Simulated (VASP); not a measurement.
# Sb (P6_3/mmc) in VASP: further runs

The runs below take Sb through relaxation of cell and atoms, with LDA.

All numbers are computed with VASP 6.6.1; they aren't measurements. Logs are shortened: lines on timing, memory, paths and dates and some standing lists are left out, and cuts for length are marked.

## Step 1: The cell of the first run

The structure is hexagonal, space group P6_3/mmc (No. 194). Conventional cell: a = 2.960 Å, b = 2.960 Å, c = 4.794 Å, α = 90.00°, β = 90.00°, γ = 120.00°. Sb (site symmetry -6m2) has 12 Sb at 2.94 to 2.96 Å within 3.9 Å.

This isn't the form of Sb at room conditions, which is rhombohedral.

## Step 2: Relaxation of cell and atoms, LDA, target pressure 54 GPa, at which the enthalpy is minimised

The input, INCAR:

```
SYSTEM = Sb
  ALGO = Normal
  EDIFF = 1E-6
  EDIFFG = -0.005
  ENCUT = 600
  GGA = CA
  IBRION = 2
  ISIF = 3
  ISMEAR = -1
  LASPH = .True.
  LCHARG = .False.
  LREAL = .False.
  LWAVE = .False.
  NELM = 100
  NSW = 60
  PREC = Accurate
  PSTRESS = 540.0
  SIGMA = 0.08
```

The input, KPOINTS:

```
k-points
0
Gamma
  15 15 8
  0 0 0
```

The input, POSCAR:

```
Sb
1.0
    2.9595149320      0.0000000000      0.0000000000
   -1.4797574660      2.5630151140      0.0000000000
    0.0000000000      0.0000000000      4.7944141898
Sb
2
Direct
    0.3333333333      0.6666666667      0.2500000000
    0.6666666667      0.3333333333      0.7500000000
```

Potentials or basis: VASP PAW LDA potentials, release 64 (Sb).

On the command line:

```bash
$ cat potpaw_LDA.64/Sb/POTCAR > POTCAR
$ mpirun -np 1 vasp_std > vasp.out
```

OUTCAR:

```text
SYSTEM = Sb
   EDIFF = 1E-6
   EDIFFG = -0.005
   ENCUT = 600
   GGA = CA
   IBRION = 2
   ISIF = 3
   ISMEAR = -1
   LASPH = .True.
   LREAL = .False.
   NELM = 100
   NSW = 60
   PREC = Accurate
   PSTRESS = 540.0

 ion  position               nearest neighbor table
   1  0.333  0.667  0.250-   2 2.94   2 2.94   2 2.94   2 2.94   2 2.94   2 2.94
   2  0.667  0.333  0.750-   1 2.94   1 2.94   1 2.94   1 2.94   1 2.94   1 2.94

  LATTYP: Found a hexagonal cell.
 ALAT       =     2.9595149320
 C/A-ratio  =     1.6200000000

  Lattice vectors:

 A1 = (   2.9595149320,   0.0000000000,   0.0000000000)
 A2 = (  -1.4797574660,   2.5630151140,   0.0000000000)
 A3 = (   0.0000000000,   0.0000000000,   4.7944141898)

Analysis of symmetry for initial positions (statically):
=====================================================================
 Subroutine PRICEL returns:
 Original cell was already a primitive cell.

 Routine SETGRP: Setting up the symmetry group for a
 hexagonal supercell.

 Subroutine GETGRP returns: Found 24 space group operations
 (whereof 12 operations were pure point group operations)
 out of a pool of 24 trial point group operations.

The static configuration has the point symmetry D_3d.
 The point group associated with its full space group is D_6h.

Analysis of symmetry for dynamics (positions and initial velocities):
=====================================================================
 Subroutine PRICEL returns:
 Original cell was already a primitive cell.

 Routine SETGRP: Setting up the symmetry group for a
 hexagonal supercell.

 Subroutine GETGRP returns: Found 24 space group operations
 (whereof 12 operations were pure point group operations)
 out of a pool of 24 trial point group operations.

The dynamic configuration has the point symmetry D_3d.
 The point group associated with its full space group is D_6h.

 Subroutine INISYM returns: Found 24 space group operations
 (whereof 12 operations are pure point group operations),
 and found     1 'primitive' translations

----------------------------------------------------------------------------------------

                                     Primitive cell

  volume of cell :      36.3670

  direct lattice vectors                    reciprocal lattice vectors
     2.959514932  0.000000000  0.000000000     0.337893210  0.195082736  0.000000000
    -1.479757466  2.563015114  0.000000000     0.000000000  0.390165471  0.000000000
     0.000000000  0.000000000  4.794414190     0.000000000  0.000000000  0.208576055

  length of vectors
     2.959514932  2.959514932  4.794414190     0.390165471  0.390165471  0.208576055

  position of ions in fractional coordinates (direct lattice)
     0.333333333  0.666666667  0.250000000
     0.666666667  0.333333333  0.750000000

  ion indices of the primitive-cell ions
   primitive index   ion index
                 1           1
                 2           2

----------------------------------------------------------------------------------------

 KPOINTS: k-points

Automatic generation of k-mesh.
 Grid dimensions read from file:
 generate k-points for:   15   15    8

 Generating k-lattice:

  Cartesian coordinates                     Fractional coordinates (reciprocal lattice)
     0.022526214  0.013005516  0.000000000     0.066666667  0.000000000  0.000000000
     0.000000000  0.026011031  0.000000000     0.000000000  0.066666667  0.000000000
     0.000000000  0.000000000  0.026072007     0.000000000  0.000000000  0.125000000

  Length of vectors
     0.026011031  0.026011031  0.026072007

  Shift w.r.t. Gamma in fractional coordinates (k-lattice)
     0.000000000  0.000000000  0.000000000

 Subroutine IBZKPT returns following result:
 ===========================================

 Found    135 irreducible k-points:

 Following reciprocal coordinates:
            Coordinates               Weight
  0.000000  0.000000  0.000000      1.000000
  0.066667  0.000000  0.000000      6.000000
  0.133333  0.000000  0.000000      6.000000
  0.200000  0.000000  0.000000      6.000000
  0.266667  0.000000  0.000000      6.000000
  0.333333  0.000000  0.000000      6.000000
[... 16 lines left out ...]
  0.333333  0.200000  0.000000     12.000000
  0.400000  0.200000  0.000000      6.000000
 [... further k-points ...]
   k-points           NKPTS =    135   k-points in BZ     NKDIM =    135   number of bands    NBANDS=      9
   number of dos      NEDOS =    301   number of ions     NIONS =      2
   total plane-waves  NPLWV =  23040
   dimension x,y,z NGX =    24 NGY =   24 NGZ =   40
   dimension x,y,z NGXF=    48 NGYF=   48 NGZF=   80
   ions per type =               2
   NGX,Y,Z   is equivalent  to a cutoff of  13.48, 13.48, 13.87 a.u.
   NGXF,Y,Z  is equivalent  to a cutoff of  26.96, 26.96, 27.74 a.u.
 SYSTEM =  Sb
   PREC   = accura    normal or accurate (medium, high low for compatibility)
   ISTART =      0    job   : 0-new  1-cont  2-samecut
   ICHARG =      2    charge: 1-file 2-atom 10-const
   ISPIN  =      1    spin polarized calculation?
   LNONCOLLINEAR =      F non collinear calculations
   LSORBIT =      F    spin-orbit coupling
   LASPH  =      T    aspherical Exc in radial PAW
   ENCUT  =  600.0 eV  44.10 Ry    6.64 a.u.   5.91  5.91  9.58*2*pi/ulx,y,z
   NELM   =    100;   NELMIN=  2; NELMDL= -5     # of ELM steps
   EDIFF  = 0.1E-05   stopping-criterion for ELM
   LREAL  =      F    real-space projection
   EDIFFG = -.5E-02   stopping-criterion for IOM
   NSW    =     60    number of steps for IOM
   IBRION =      2    ionic relax: 0-MD 1-quasi-New 2-CG
   NFREE  =      1    steps in history (QN), initial steepest desc. (CG)
   ISIF   =      3    stress and relaxation
   ISYM   =      2    0-nonsym 1-usesym 2-fastsym
   POTIM  = 0.5000    time-step for ionic-motion
   TEBEG  =    0.0;   TEEND  =   0.0 temperature during run
   PSTRESS=  540.0 pullay stress
   NELECT =      10.0000    total number of electrons
   NUPDOWN=      -1.0000    fix difference up-down
   EMIN   =  10.00;   EMAX   =-10.00  energy-range for DOS
   EFERMI =   0.00;   METHOD = LEGACY
   ISMEAR =    -1;   SIGMA  =   0.08  broadening in eV -4-tet -1-fermi 0-gaus
   EFERMI_NEDOS =   21; number of points for ismear=-14 and -15
   IALGO  =     38    algorithm
   IMIX   =      4    mixing-type and parameters
     AMIX     =   0.40;   BMIX     =  1.00
     AMIX_MAG =   1.60;   BMIX_MAG =  1.00
  volume/ion in A,a.u.               =      18.18       122.71
  Fermi-wavevector in a.u.,A,eV,Ry     =   1.064566  2.011737 15.419480  1.133300
  Thomas-Fermi vector in A             =   2.200088
   LORBIT       =      0    0 simple, 1 ext, 2 COOP (PROOUT), +10 PAW based schemes
   GGA     = CA    functional components
   LHFCALC =     F    Hartree Fock is set to
   AEXX    =    0.0000 exact exchange contribution
   IVDW    =     0    specifies the selected vdW correction
   LEPSILON=     F    determine dielectric tensor
   LRPA    =     F    only Hartree local field effects (RPA)
 conjugate gradient relaxation of ions
 non-spin polarized calculation
  energy-cutoff  :      600.00
  volume of cell :       36.37
 maximum number of plane-waves:      1238
 NGX is ok and might be reduce to    24
   NGX = 11   NGY = 11   NGZ = 19

--------------------------------------- Ionic step        1  -------------------------------------------

 number of electron      10.0000000 magnetization

 Free energy of the ion-electron system (eV)
  ---------------------------------------------------
  ext. energy  EPLUGINS =         0.00000000
  ---------------------------------------------------
  free energy    TOTEN  =        -7.27375531 eV

  energy without entropy =       -7.24690215  energy(sigma->0) =       -7.26032873

------------------------ aborting loop because EDIFF is reached ----------------------------------------

  FORCE on cell =-STRESS in cart. coord.  units (eV):
  Direction    XX          YY          ZZ          XY          YZ          ZX
  --------------------------------------------------------------------------------------
  -------------------------------------------------------------------------------------
  Total       12.4540151     12.4540151     12.8616058     -0.0000000     -0.0000000      0.0000000
  in kB      548.6718977    548.6718977    566.6286411     -0.0000000     -0.0000000      0.0000000
  external PRESSURE =      14.6574789 kB  Pullay stress =     540.0000000 kB
[... 213 lines left out ...]
  enthalpy is  TOTEN    =         4.9808400742 eV   P V=       12.2899319490

--------------------------------------- Ionic step        7  -------------------------------------------

 number of electron       9.9999999 magnetization

 Free energy of the ion-electron system (eV)
  ---------------------------------------------------
  ext. energy  EPLUGINS =         0.00000000
  ---------------------------------------------------
  free energy    TOTEN  =        -7.34315382 eV

  energy without entropy =       -7.32057850  energy(sigma->0) =       -7.33186616

 E-fermi :  14.6339     XC(G=0): -12.1154

 val. band max:       14.5267890705   @ k =   0.4000   0.0667   0.0000
 cond. band min:      14.6352718371   @ k =   0.2667   0.2667   0.0000
 fundamental gap:      0.1084827666
 Fermi energy:        14.6338964818

 k-point     1 :       0.0000    0.0000    0.0000
  band No.  band energies     occupation
      1      -2.1572      2.00000
      2       4.0928      2.00000
      3       5.8039      2.00000
      4      20.1682      0.00000
      5      20.1682      0.00000
      6      22.4569      0.00000
      7      22.4569      0.00000
      8      23.0908      0.00000
      9      23.6492      0.00000
[... 265 lines left out ...]
 k-point    24 :       0.4000    0.2000    0.0000
  band No.  band energies     occupation
      1       4.2462      2.00000
      2       5.3534      2.00000
      3       9.6668      2.00000
      4      11.1638      2.00000
      5      11.4616      2.00000
      6      11.7868      2.00000
      7      13.8806      1.99984
      8      15.9174      0.00000
      9      18.6855      0.00000

 [... further k-points ...]

------------------------ aborting loop because EDIFF is reached ----------------------------------------

  FORCE on cell =-STRESS in cart. coord.  units (eV):
  Direction    XX          YY          ZZ          XY          YZ          ZX
  --------------------------------------------------------------------------------------
  -------------------------------------------------------------------------------------
  Total       12.3238782     12.3238782     12.3258149      0.0000000      0.0000000      0.0000000
  in kB      540.0056556    540.0056556    540.0905175      0.0000000      0.0000000      0.0000000
  external PRESSURE =       0.0339429 kB  Pullay stress =     540.0000000 kB
[... 17 lines left out ...]
  FREE ENERGIE OF THE ION-ELECTRON SYSTEM (eV)
  ---------------------------------------------------
  free  energy   TOTEN  =        -7.3431538208 eV

  energy  without entropy=       -7.3205785023  energy(sigma->0) =       -7.33186616

  enthalpy is  TOTEN    =         4.9805953003 eV   P V=       12.3237491211

 reached required accuracy - stopping structural energy minimisation
```

It took 4.7 min on 1 thread of AMD EPYC 7R13, shared host; peak memory 0.16 GiB.

What came out:

| Quantity | Value |
| --- | --- |
| Free energy | -7.3432 eV |
| Relaxed volume | 18.28 Å³/atom |
| Relaxed cell | a = 2.953 Å, b = 2.953 Å, c = 4.841 Å, α = 90.00°, β = 90.00°, γ = 120.00° |
| Space group after relaxing (to 0.1 Å) | P6_3/mmc (No. 194) |
| Energy change on relaxing (the run minimises the enthalpy) | -34.7 meV/atom |
| Ionic steps | 7 |
| Pressure after relaxing | 54.0 GPa |
| Band gap on the k mesh | zero (bands 5 and 6 overlap by 12.02 eV) |

Step by step:
| step | energy change (eV) | largest force (eV/Å) | pressure (GPa) | volume (Å³) |
| --- | --- | --- | --- | --- |
| 1 | 0.0000 | 0.0000 | 55.47 | 36.37 |
| 2 | -0.2887 | 0.0000 | 48.90 | 37.25 |
| 3 | -0.0853 | 0.0000 | 53.54 | 36.62 |
| 4 | -0.0801 | 0.0000 | 53.75 | 36.60 |
| 5 | -0.0808 | 0.0000 | 53.73 | 36.60 |
| 6 | -0.0353 | 0.0000 | 54.77 | 36.46 |
| 7 | -0.0694 | 0.0000 | 54.00 | 36.56 |

Final structure:
```
Sb
1.0
     2.95330    0.00000    0.00000
    -1.47665    2.55764    0.00000
     0.00000    0.00000    4.84075
Sb
2
Direct
  0.33333 0.66667 0.25000
  0.66667 0.33333 0.75000
```

Caveat: the cell is relaxed towards a set pressure, so the run minimises the enthalpy, not the energy; spin-orbit coupling is left out, which moves the levels of the heavy elements.

## Step 3: Relaxation of cell and atoms, LDA, target pressure 54 GPa, at which the enthalpy is minimised

The input, INCAR:

```
SYSTEM = Sb
PREC = Accurate
ENCUT = 600
EDIFF = 1E-7
ISMEAR = -1
SIGMA = 0.08
LREAL = .FALSE.
LASPH = .TRUE.
NELM = 60
ALGO = Normal
ISIF = 3
LWAVE = .FALSE.
LCHARG = .FALSE.
GGA = CA
IBRION = 2
NSW = 32
EDIFFG = -0.005
PSTRESS = 540.0
```

The input, KPOINTS:

```
regular mesh
0
G
  15 15 8
  0 0 0
```

The input, POSCAR:

```
Sb
1.0
    2.9467493854      0.0000000000      0.0000000000
   -1.4733746927      2.5519598264      0.0000000000
    0.0000000000      0.0000000000      4.8331177283
Sb
2
Direct
    0.3333333333      0.6666666667      0.2500000000
    0.6666666667      0.3333333333      0.7500000000
```

Potentials or basis: VASP PAW LDA potentials, release 64 (Sb).

On the command line:

```bash
$ cat potpaw_LDA.64/Sb/POTCAR > POTCAR
$ mpirun -np 1 vasp_std > vasp.out
```

It took 3.5 min on 1 thread of AMD EPYC 7R13, shared host; peak memory 0.16 GiB.

It converged, with:

```
Free energy                                                : -7.3422 eV
Relaxed volume                                             : 18.28 Å³/atom
Relaxed cell                                               : a = 2.953 Å, b = 2.953 Å, c = 4.841 Å, α = 90.00°, β = 90.00°, γ = 120.00°
Space group after relaxing (to 0.1 Å)                      : P6_3/mmc (No. 194)
Energy change on relaxing (the run minimises the enthalpy) : -37.1 meV/atom
Ionic steps                                                : 5
Pressure after relaxing                                    : 54.0 GPa
Band gap on the k mesh                                     : zero (bands 5 and 6 overlap by 12.02 eV)
```

The path:
```
step  energy change (eV)  largest force (eV/Å)  pressure (GPa)  volume (Å³)
   1              0.0000                0.0000           55.73        36.34
   2             -0.3366                0.0000           47.92        37.39
   3             -0.0759                0.0000           53.98        36.57
   4             -0.0744                0.0000           54.01        36.56
   5             -0.0742                0.0000           54.02        36.56
```

Final structure:
```
Sb
1.0
     2.95323    0.00000    0.00000
    -1.47662    2.55757    0.00000
     0.00000    0.00000    4.84061
Sb
2
Direct
  0.33333 0.66667 0.25000
  0.66667 0.33333 0.75000
```

Levels at points of the mesh, in eV from the Fermi level:
| k point | band 3 | band 4 | band 5 | band 6 | band 7 | band 8 |
| --- | --- | --- | --- | --- | --- | --- |
| (0.00, 0.00, 0.00) | -8.83 | 5.53 | 5.53 | 7.82 | 7.82 | 8.46 |
| (0.00, 0.00, 0.50) | -0.92 | -0.92 | 6.85 | 6.85 | 6.85 | 6.85 |

Caveat: the cell is relaxed towards a set pressure, so the run minimises the enthalpy, not the energy; spin-orbit coupling is left out, which moves the levels of the heavy elements.
